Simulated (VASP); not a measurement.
# Co (P6_3/mmc) in VASP: further runs

The runs below take Co through single point, with LDA.

Everything below comes from runs of VASP 6.6.1. Logs are shortened: lines on timing, memory, paths and dates and some standing lists are left out, and cuts for length are marked.

## 1. The cell of the first run

Symmetry: P6_3/mmc, No. 194, hexagonal system. Conventional cell: a = 2.286 Å, b = 2.286 Å, c = 3.687 Å, α = 90.00°, β = 90.00°, γ = 120.00°. Co (site symmetry -6m2) has 12 Co at 2.27 to 2.29 Å within 3.0 Å.

## 2. Single point, LDA, collinear spin, ferromagnetic start

INCAR reads:

```
PREC     = Accurate       # precision mode
ENCUT    = 520            # plane-wave cutoff, eV
EDIFF    = 1E-6           # SCF threshold, eV
ISMEAR   = 0              # smearing method
SIGMA    = 0.15           # smearing width, eV
LREAL    = F              # projectors in reciprocal space
LASPH    = T              # aspherical terms in the spheres
NELM     = 150            # most SCF steps
ALGO     = Normal         # electronic algorithm
ISIF     = 2              # what is computed and relaxed
LWAVE    = F              # write WAVECAR
LCHARG   = F              # write CHGCAR
ISPIN    = 2              # spin polarisation
MAGMOM   = 2.2 2.2        # initial moments
LORBIT   = 11             # projections on sites
NUPDOWN  = 4.4            # fixed moment
LMAXMIX  = 4              # l up to which the mixer works
GGA      = CA             # functional
NBANDS   = 20             # bands
```

KPOINTS reads:

```
regular mesh
0
Gamma
  24 24 12
```

POSCAR reads:

```
Co
1.0
    2.2855303783      0.0000000000      0.0000000000
   -1.1427651891      1.9793273687      0.0000000000
    0.0000000000      0.0000000000      3.6867130953
Co
2
Direct
    0.6666666667      0.3333333333      0.2500000000
    0.3333333333      0.6666666667      0.7500000000
```

Potentials or basis: VASP PAW LDA potentials, release 64 (Co).

Started as:

```sh
cat potpaw_LDA.64/Co/POTCAR > POTCAR
mpirun -np 1 vasp_std > vasp.out
```

OUTCAR:

```text
PREC = Accurate
   ENCUT = 520
   EDIFF = 1E-6
   ISMEAR = 0
   LREAL = F
   LASPH = T
   NELM = 150
   ISIF = 2
   ISPIN = 2
   LORBIT = 11
   NUPDOWN = 4.4
   GGA = CA

 ion  position               nearest neighbor table
   1  0.667  0.333  0.250-   2 2.27   2 2.27   2 2.27   2 2.27   2 2.27   2 2.27
   2  0.333  0.667  0.750-   1 2.27   1 2.27   1 2.27   1 2.27   1 2.27   1 2.27

  LATTYP: Found a hexagonal cell.
 ALAT       =     2.2855303783
 C/A-ratio  =     1.6130667657

  Lattice vectors:

 A1 = (   2.2855303783,   0.0000000000,   0.0000000000)
 A2 = (  -1.1427651891,   1.9793273687,   0.0000000000)
 A3 = (   0.0000000000,   0.0000000000,   3.6867130953)

Analysis of symmetry for initial positions (statically):
=====================================================================
 Subroutine PRICEL returns:
 Original cell was already a primitive cell.

 Routine SETGRP: Setting up the symmetry group for a
 hexagonal supercell.

 Subroutine GETGRP returns: Found 24 space group operations
 (whereof 12 operations were pure point group operations)
 out of a pool of 24 trial point group operations.

The static configuration has the point symmetry D_3d.
 The point group associated with its full space group is D_6h.

Analysis of symmetry for dynamics (positions and initial velocities):
=====================================================================
 Subroutine PRICEL returns:
 Original cell was already a primitive cell.

 Routine SETGRP: Setting up the symmetry group for a
 hexagonal supercell.

 Subroutine GETGRP returns: Found 24 space group operations
 (whereof 12 operations were pure point group operations)
 out of a pool of 24 trial point group operations.

The dynamic configuration has the point symmetry D_3d.
 The point group associated with its full space group is D_6h.

Analysis of structural, dynamic, and magnetic symmetry:
=====================================================================
 Subroutine PRICEL returns:
 Original cell was already a primitive cell.

 Routine SETGRP: Setting up the symmetry group for a
 hexagonal supercell.

 Subroutine GETGRP returns: Found 24 space group operations
 (whereof 12 operations were pure point group operations)
 out of a pool of 24 trial point group operations.

The overall configuration has the point symmetry D_3d.
 The point group associated with its full space group is D_6h.

 Subroutine INISYM returns: Found 24 space group operations
 (whereof 12 operations are pure point group operations),
 and found     1 'primitive' translations

----------------------------------------------------------------------------------------

                                     Primitive cell

  volume of cell :      16.6780

  direct lattice vectors                    reciprocal lattice vectors
     2.285530378  0.000000000  0.000000000     0.437535204  0.252611068  0.000000000
    -1.142765189  1.979327369  0.000000000     0.000000000  0.505222135  0.000000000
     0.000000000  0.000000000  3.686713095     0.000000000  0.000000000  0.271244324

  length of vectors
     2.285530378  2.285530378  3.686713095     0.505222135  0.505222135  0.271244324

  position of ions in fractional coordinates (direct lattice)
     0.666666667  0.333333333  0.250000000
     0.333333333  0.666666667  0.750000000

  ion indices of the primitive-cell ions
   primitive index   ion index
                 1           1
                 2           2

----------------------------------------------------------------------------------------

 KPOINTS: regular mesh

Automatic generation of k-mesh.
 Grid dimensions read from file:
 generate k-points for:   24   24   12

 Generating k-lattice:

  Cartesian coordinates                     Fractional coordinates (reciprocal lattice)
     0.018230633  0.010525461  0.000000000     0.041666667  0.000000000  0.000000000
     0.000000000  0.021050922  0.000000000     0.000000000  0.041666667  0.000000000
     0.000000000  0.000000000  0.022603694     0.000000000  0.000000000  0.083333333

  Length of vectors
     0.021050922  0.021050922  0.022603694

  Shift w.r.t. Gamma in fractional coordinates (k-lattice)
     0.000000000  0.000000000  0.000000000

 Subroutine IBZKPT returns following result:
 ===========================================

 Found    427 irreducible k-points:

 Following reciprocal coordinates:
            Coordinates               Weight
  0.000000  0.000000  0.000000      1.000000
  0.041667 -0.000000  0.000000      6.000000
  0.083333 -0.000000  0.000000      6.000000
  0.125000 -0.000000  0.000000      6.000000
  0.166667 -0.000000  0.000000      6.000000
  0.208333 -0.000000  0.000000      6.000000
[... 16 lines left out ...]
  0.416667  0.041667  0.000000     12.000000
  0.458333  0.041667  0.000000     12.000000
 [... further k-points ...]
   k-points           NKPTS =    427   k-points in BZ     NKDIM =    427   number of bands    NBANDS=     20
   number of dos      NEDOS =    301   number of ions     NIONS =      2
   total plane-waves  NPLWV =   9072
   dimension x,y,z NGX =    18 NGY =   18 NGZ =   28
   dimension x,y,z NGXF=    36 NGYF=   36 NGZF=   56
   ions per type =               2
   NGX,Y,Z   is equivalent  to a cutoff of  13.09, 13.09, 12.63 a.u.
   NGXF,Y,Z  is equivalent  to a cutoff of  26.19, 26.19, 25.25 a.u.
 SYSTEM =  unknown system
   PREC   = accura    normal or accurate (medium, high low for compatibility)
   ISTART =      0    job   : 0-new  1-cont  2-samecut
   ICHARG =      2    charge: 1-file 2-atom 10-const
   ISPIN  =      2    spin polarized calculation?
   LNONCOLLINEAR =      F non collinear calculations
   LSORBIT =      F    spin-orbit coupling
   LASPH  =      T    aspherical Exc in radial PAW
   ENCUT  =  520.0 eV  38.22 Ry    6.18 a.u.   4.25  4.25  6.85*2*pi/ulx,y,z
   NELM   =    150;   NELMIN=  2; NELMDL= -5     # of ELM steps
   EDIFF  = 0.1E-05   stopping-criterion for ELM
   LREAL  =      F    real-space projection
   EDIFFG = 0.1E-04   stopping-criterion for IOM
   NSW    =      0    number of steps for IOM
   IBRION =     -1    ionic relax: 0-MD 1-quasi-New 2-CG
   NFREE  =      0    steps in history (QN), initial steepest desc. (CG)
   ISIF   =      2    stress and relaxation
   ISYM   =      2    0-nonsym 1-usesym 2-fastsym
   POTIM  = 0.5000    time-step for ionic-motion
   TEBEG  =    0.0;   TEEND  =   0.0 temperature during run
   PSTRESS=    0.0 pullay stress
   NELECT =      18.0000    total number of electrons
   NUPDOWN=       4.4000    fix difference up-down
   EMIN   =  10.00;   EMAX   =-10.00  energy-range for DOS
   EFERMI =   0.00;   METHOD = LEGACY
   ISMEAR =     0;   SIGMA  =   0.15  broadening in eV -4-tet -1-fermi 0-gaus
   EFERMI_NEDOS =   21; number of points for ismear=-14 and -15
   IALGO  =     38    algorithm
   IMIX   =      4    mixing-type and parameters
     AMIX     =   0.40;   BMIX     =  1.00
     AMIX_MAG =   1.60;   BMIX_MAG =  1.00
  volume/ion in A,a.u.               =       8.34        56.27
  Fermi-wavevector in a.u.,A,eV,Ry     =   1.679259  3.173339 38.367214  2.819911
  Thomas-Fermi vector in A             =   2.763203
   LORBIT       =     11    0 simple, 1 ext, 2 COOP (PROOUT), +10 PAW based schemes
   GGA     = CA    functional components
   LHFCALC =     F    Hartree Fock is set to
   AEXX    =    0.0000 exact exchange contribution
   IVDW    =     0    specifies the selected vdW correction
   LEPSILON=     F    determine dielectric tensor
   LRPA    =     F    only Hartree local field effects (RPA)
 spin polarized calculation
 Gauss-broadening in eV      SIGMA  =   0.15
  energy-cutoff  :      520.00
  volume of cell :       16.68
 maximum number of plane-waves:       470
 NGX is ok and might be reduce to    18
   NGX =  9   NGY =  9   NGZ = 13

 number of electron      17.9999990 magnetization       4.3999997

 Free energy of the ion-electron system (eV)
  ---------------------------------------------------
  ext. energy  EPLUGINS =         0.00000000
  ---------------------------------------------------
  free energy    TOTEN  =       -14.22371838 eV

  energy without entropy =      -14.20599796  energy(sigma->0) =      -14.21485817

 E-fermi :  13.7018     XC(G=0): -15.3587

 val. band max:       17.1621258302   @ k =   0.3333   0.0417   0.3333
 cond. band min:      13.7023876472   @ k =   0.4583   0.0833   0.1667
 fundamental gap:     -3.4597381831
 Fermi energy:        17.2165783707

 spin component 1

 k-point     1 :       0.0000    0.0000    0.0000
  band No.  band energies     occupation
      1       3.5606      1.00000
      2       7.4038      1.00000
      3      10.8711      1.00000
      4      10.8711      1.00000
      5      10.8905      1.00000
      6      11.3584      1.00000
[... 12 lines left out ...]
     19      44.7977      0.00000
     20      44.7977      0.00000
[... 507 lines left out ...]
 k-point    24 :       0.4583    0.0417    0.0000
  band No.  band energies     occupation
      1       7.7220      1.00000
      2       8.0632      1.00000
      3       8.1183      1.00000
      4      10.6186      1.00000
      5      10.9315      1.00000
      6      11.0117      1.00000
[... 12 lines left out ...]
     19      41.8283      0.00000
     20      43.4085      0.00000

 [... further k-points ...]

 spin component 2

 k-point     1 :       0.0000    0.0000    0.0000
  band No.  band energies     occupation
      1       4.1680      1.00000
      2       8.7341      1.00000
      3      12.7890      1.00000
      4      12.7897      1.00000
      5      12.7897      1.00000
      6      13.3363      0.99972
[... 12 lines left out ...]
     19      45.7210      0.00000
     20      45.7210      0.00000
[... 507 lines left out ...]
 k-point    24 :       0.4583    0.0417    0.0000
  band No.  band energies     occupation
      1       9.2245      1.00000
      2       9.3931      1.00000
      3       9.6519      1.00000
      4      12.1060      1.00000
      5      12.5348      1.00000
      6      12.8123      1.00000
[... 12 lines left out ...]
     19      42.8831      0.00000
     20      44.2281      0.00000

 [... further k-points ...]
[... 5 lines left out ...]
  --------------------------------------------------------------------------------------
  -------------------------------------------------------------------------------------
  Total       10.9693622     10.9693622     11.9094685      0.0000000     -0.0000000      0.0000000
  in kB     1053.7752405   1053.7752404   1144.0868489      0.0000000     -0.0000000      0.0000000
  external PRESSURE =    1083.8791099 kB  Pullay stress =       0.0000000 kB

 VOLUME and BASIS-vectors are now :
 -----------------------------------------------------------------------------
  energy-cutoff  :      520.00
  volume of cell :       16.68
      direct lattice vectors                 reciprocal lattice vectors
     2.285530378  0.000000000  0.000000000     0.437535204  0.252611068  0.000000000
    -1.142765189  1.979327369  0.000000000     0.000000000  0.505222135  0.000000000
     0.000000000  0.000000000  3.686713095     0.000000000  0.000000000  0.271244324

 POSITION                                       TOTAL-FORCE (eV/Angst)
 -----------------------------------------------------------------------------------
      1.14277      0.65978      0.92168        -0.000000     -0.000000      0.000000
     -0.00000      1.31955      2.76503         0.000000      0.000000      0.000000
 -----------------------------------------------------------------------------------
    total drift:                                0.000000     -0.000000     -0.000000

  FREE ENERGIE OF THE ION-ELECTRON SYSTEM (eV)
  ---------------------------------------------------
  free  energy   TOTEN  =       -14.2237183756 eV

  energy  without entropy=      -14.2059979647  energy(sigma->0) =      -14.21485817

 total charge

# of ion       s       p       d       tot
------------------------------------------
    1        0.649   0.867   7.423   8.938
    2        0.649   0.867   7.423   8.938
--------------------------------------------------
tot          1.298   1.733  14.846  17.876

 magnetization (x)

# of ion       s       p       d       tot
------------------------------------------
    1        0.022   0.099   2.038   2.159
    2        0.022   0.099   2.038   2.159
--------------------------------------------------
tot          0.045   0.198   4.075   4.319
```

Wall time 4.9 min (1 thread of Oxide Virtual Turin-like, shared host); peak memory 0.25 GiB.

Results:

```yaml
Free_energy: -14.2237 eV
Pressure: 108.4 GPa
Net_moment: 4.40 μB per cell
Site_moments: Co +2.16 μB
Valence_electrons_inside_the_program's_atomic_spheres: Co 8.94
```

Caveat: the total moment is fixed, so each spin has its own Fermi level.

## 3. Single point, LDA, collinear spin, ferromagnetic start

This run uses another cell than the first one, of 10.01 Å³/atom, 1.200 times its volume.

INCAR reads:

```
  PREC = Accurate
  ENCUT = 520
  EDIFF = 1E-7
  ISMEAR = 0
  SIGMA = 0.15
  LREAL = False
  LASPH = True
  NELM = 150
  ALGO = Normal
  ISIF = 2
  LWAVE = False
  LCHARG = False
  ISPIN = 2
  MAGMOM = 2.2 2.2
  LORBIT = 11
  NUPDOWN = 4.4
  LMAXMIX = 4
  NBANDS = 20
```

KPOINTS reads:

```
Automatic mesh
0
Gamma
  24 24 12
```

POSCAR reads:

```
Co
1.0
    2.4287596817      0.0000000000      0.0000000000
   -1.2143798408      2.1033675840      0.0000000000
    0.0000000000      0.0000000000      3.9177515245
Co
2
Direct
    0.6666666667      0.3333333333      0.2500000000
    0.3333333333      0.6666666667      0.7500000000
```

Potentials or basis: VASP PAW LDA potentials, release 64 (Co).

Started as:

```sh
cat potpaw_LDA.64/Co/POTCAR > POTCAR
mpirun -np 1 vasp_std > vasp.out
```

It took 3.6 min on 1 thread of Oxide Virtual Turin-like, shared host; peak memory 0.28 GiB.

The run converged. Its results:

- Free energy: -15.3952 eV
- Pressure: 17.8 GPa
- Net moment: 4.40 μB per cell
- Site moments: Co +2.15 μB
- Valence electrons inside the program's atomic spheres: Co 8.44

Stress tensor (GPa, compression positive):
```
16.10  0.00  0.00
 0.00 16.10  0.00
 0.00  0.00 21.26
```

Caveat: the total moment is fixed, so each spin has its own Fermi level.

## 4. Single point, LDA, collinear spin, ferromagnetic start

This run uses another cell than the first one, of 10.01 Å³/atom, 1.200 times its volume.

INCAR reads:

```
SYSTEM = Co
PREC = Accurate
ENCUT = 520
EDIFF = 1E-6
ISMEAR = 0
SIGMA = 0.15
LREAL = .False.
LASPH = .True.
NELM = 150
ALGO = Fast
ISIF = 2
LWAVE = .False.
LCHARG = .True.
ISPIN = 2
MAGMOM = 0.55 0.55
LORBIT = 11
NUPDOWN = 1.1
LMAXMIX = 4
LELF = .True.
LVHAR = .True.
NBANDS = 20
```

KPOINTS reads:

```
regular mesh
0
Gamma
  24 24 12
  0 0 0
```

POSCAR is that of step 3.

Started as:

```sh
cat potpaw_LDA.64/Co/POTCAR > POTCAR
mpirun -np 1 vasp_std > vasp.out
```

Run time: 3.9 min. Hardware: 1 thread of Oxide Virtual Turin-like, shared host; peak memory 0.28 GiB.

The run converged. Its results:

```
Free energy                                           : -16.1167 eV
Pressure                                              : -10.5 GPa
Net moment                                            : 1.10 μB per cell
Site moments                                          : Co +0.55 μB
Valence electrons inside the program's atomic spheres : Co 8.45
```

Stress tensor (GPa, compression positive):
```
-10.24   0.00   0.00
  0.00 -10.24   0.00
  0.00   0.00 -11.16
```

Caveat: the total moment is fixed, so each spin has its own Fermi level.

## 5. Single point, LDA, collinear spin, ferromagnetic start

This run uses another cell than the first one, of 11.68 Å³/atom, 1.400 times its volume.

INCAR reads:

```
PREC = Accurate
ENCUT = 520
EDIFF = 1E-6
ISMEAR = 0
SIGMA = 0.15
LREAL = F
LASPH = T
NELM = 150
ALGO = Fast
ISIF = 2
LWAVE = F
LCHARG = F
ISPIN = 2
MAGMOM = 1.65 1.65
LORBIT = 11
NUPDOWN = 3.3
LMAXMIX = 4
GGA = CA
NBANDS = 20
```

KPOINTS reads:

```
Automatic mesh
0
Gamma
  24 24 12
```

POSCAR reads:

```
Co
1.0
    2.5568267613      0.0000000000      0.0000000000
   -1.2784133806      2.2142769284      0.0000000000
    0.0000000000      0.0000000000      4.1243322745
Co
2
Direct
    0.6666666667      0.3333333333      0.2500000000
    0.3333333333      0.6666666667      0.7500000000
```

Started as:

```sh
cat potpaw_LDA.64/Co/POTCAR > POTCAR
mpirun -np 1 vasp_std > vasp.out
```

Wall time 5.3 min (1 thread of Oxide Virtual Turin-like, shared host); peak memory 0.32 GiB.

Results (log left out):

```
Free energy                                           : -15.8939 eV
Pressure                                              : -28.5 GPa
Net moment                                            : 3.30 μB per cell
Site moments                                          : Co +1.66 μB
Valence electrons inside the program's atomic spheres : Co 8.15
```

Stress tensor (GPa, compression positive):
```
-28.61   0.00   0.00
  0.00 -28.61   0.00
  0.00   0.00 -28.21
```

Caveat: the total moment is fixed, so each spin has its own Fermi level.

## 6. Single point, LDA, collinear spin, ferromagnetic start

This run uses another cell than the first one, of 11.68 Å³/atom, 1.400 times its volume.

INCAR reads:

```
PREC = Accurate ; ENCUT = 520
EDIFF = 1E-6 ; ISMEAR = 0
SIGMA = 0.15 ; LREAL = F
LASPH = T ; NELM = 150
ALGO = Normal ; ISIF = 2
LWAVE = F ; LCHARG = T
ISPIN = 2 ; MAGMOM = 1.1 1.1
LORBIT = 11 ; NUPDOWN = 2.2
LMAXMIX = 4 ; LELF = T
LVHAR = T ; NBANDS = 20
```

KPOINTS reads:

```
regular mesh
0
Gamma
  24 24 12
```

POSCAR is that of step 5.

Potentials or basis: VASP PAW LDA potentials, release 64 (Co).

Started as:

```sh
cat potpaw_LDA.64/Co/POTCAR > POTCAR
mpirun -np 1 vasp_std > vasp.out
```

It took 4.3 min on 1 thread of Oxide Virtual Turin-like, shared host; peak memory 0.32 GiB.

Results (log left out):

```yaml
Free_energy: -15.7418 eV
Pressure: -34.3 GPa
Net_moment: 2.20 μB per cell
Site_moments: Co +1.12 μB
Valence_electrons_inside_the_program's_atomic_spheres: Co 8.15
```

Stress tensor (GPa, compression positive):
```
-33.76   0.00   0.00
  0.00 -33.76   0.00
  0.00   0.00 -35.28
```

Caveat: the total moment is fixed, so each spin has its own Fermi level.

## 7. Overview

| fixed moment (μB) | cell | pressure (GPa) | moment (μB) |
| --- | --- | --- | --- |
| 4.4 | a = 2.286, b = 2.286, c = 3.687 Å, angles 90.0, 90.0, 120.0°, 2 atoms | 108.4 | 4.40 |
| 4.4 | a = 2.429, b = 2.429, c = 3.918 Å, angles 90.0, 90.0, 120.0°, 2 atoms | 17.8 | 4.40 |
| 1.1 | a = 2.429, b = 2.429, c = 3.918 Å, angles 90.0, 90.0, 120.0°, 2 atoms | -10.5 | 1.10 |
| 3.3 | a = 2.557, b = 2.557, c = 4.124 Å, angles 90.0, 90.0, 120.0°, 2 atoms | -28.5 | 3.30 |
| 2.2 | a = 2.557, b = 2.557, c = 4.124 Å, angles 90.0, 90.0, 120.0°, 2 atoms | -34.3 | 2.20 |

Alike in all rows: task single point; level LDA; potentials or basis VASP PAW LDA potentials, release 64 (Co); spin collinear, ferromagnetic start; k mesh 24 × 24 × 12; cutoff (eV) 520; smearing gaussian 0.15 eV.

Caveats: the total moment is fixed, so each spin has its own Fermi level.

Absolute energies hang on the potentials; compare differences alone.
